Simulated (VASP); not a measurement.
# K: single point with PBE

Crystal: K.

```xyz
2
Lattice="3.6166 0.0000 0.0000 -1.8083 3.1321 0.0000 0.0000 0.0000 5.8589" Properties=species:S:1:pos:R:3 pbc="T T T"
K     0.0000    2.0881    1.4647
K     1.8083    1.0440    4.3942
```

This isn't the form of K at room conditions, which is bcc.

* Program: VASP 6.6.1
* Task: single point
* Functional: PBE
* Potentials or basis: VASP PAW PBE potentials, release 64 (K_sv)
* Cutoff: 520 eV
* k mesh: 10 × 10 × 6
* Occupations: fermi-dirac, width 0.08 eV
* Spin: no spin polarisation
* Dipole correction: no
* k mesh for the DOS: 15 × 15 × 9
* Occupations for the DOS: tetrahedron
* Further INCAR settings: ALGO = Normal; EDIFF = 1e-06; NBANDS = 16

```yaml
Valence_electrons_inside_the_program's_atomic_spheres: K 7.61
```

Levels at points of the mesh, in eV from the Fermi level:
```tsv
k point	band 5	band 6	band 7	band 8	band 9	band 10	band 11	band 12	band 13	band 14
(0.00, 0.00, 0.00)	-15.55	-15.45	-15.45	-15.44	-3.38	-0.04	1.52	4.35	4.35	4.50
```

It took 2.1 min on 1 thread of Intel Xeon 8259CL (shared host), peak memory 0.26 GiB.
